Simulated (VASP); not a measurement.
The system is Sb.

```
Sb
1.0
     2.18255    1.26009    3.80745
    -2.18255    1.26009    3.80745
     0.00000   -2.52019    3.80745
Sb
2
Direct
  0.76651 0.76651 0.76651
  0.23349 0.23349 0.23349
```

This cell differs from its parent crystal: volume scaled by 1.04.

Base run:

```yaml
Program: VASP 6.6.1
Functional: PBE
Potentials_or_basis: VASP PAW PBE potentials, release 64 (Sb)
Cutoff: 520 eV
k_mesh: 8 × 8 × 8
Occupations: fermi-dirac, width 0.05 eV
Spin: no spin polarisation
```

Its results: band gap on the k mesh zero (band 5 reaches 6.87 eV, above the bottom of band 6 at 6.58 eV); pressure 0.5 GPa; largest force 0.005 eV/Å.

Task: After a change of settings the same cell gave: band gap on the k mesh zero (band 5 reaches 7.00 eV, above the bottom of band 6 at 6.71 eV); pressure -3.2 GPa; largest force 0.054 eV/Å. Which change was it?
A. functional from PBE to r2SCAN; further incar settings from ALGO = Normal; EDIFF = 1e-06; NBANDS = 12 to ALGO = Normal; EDIFF = 1e-07; NBANDS = 12
B. functional from PBE to RPBE; dispersion from none to D4
C. functional from PBE to PBE exchange alone

Result: B.

Caveats: spin-orbit coupling is left out, which moves the levels of the heavy elements; the PAW data sets were made with another functional, which shifts forces and pressure a little (some runs); pairwise dispersion overbinds metals, which lowers pressure and volume (some runs).
